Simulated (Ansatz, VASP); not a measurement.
Two plane-wave programs on Pb

```
CELL_PARAMETERS angstrom
3.31917 -2.19371 0.00000
3.31917 2.19371 0.00000
0.00000 0.00000 8.94871
ATOMIC_POSITIONS crystal
Pb 0.85000 0.15000 0.11700
Pb 0.65000 0.35000 0.61700
Pb 0.15000 0.85000 0.88300
Pb 0.35000 0.65000 0.38300
```

Alike in both runs: task relaxation of cell and atoms; functional PBE; k mesh 6 × 6 × 2; occupations gaussian, width 0.1 eV; no spin polarisation.

|  | VASP | Ansatz |
| --- | --- | --- |
| version | VASP 6.6.1 | Ansatz 0.2.0 |
| potentials or method | VASP PAW PBE potentials, release 64 (Pb_d), cutoff 600 eV | scalar-relativistic, plane waves, PAW |
| valence electrons in the cell | 56 | 56 |

Ansatz gave:

| Item | Value |
| --- | --- |
| gap on the k mesh at the Fermi level, each at its own relaxed structure (eV) | none |
| relaxed volume (Å³/atom) | 32.08 |
| relaxed cell length with the largest relative difference (Å) | 3.577 |

Q: Which values does VASP return?

A: gap on the k mesh at the Fermi level, each at its own relaxed structure (eV): none; relaxed volume (Å³/atom): 32.50; relaxed cell length with the largest relative difference (Å): 3.603.

A gap of «none» marks a metal or a gap that the smearing closes.

Neither program's run includes spin-orbit coupling.
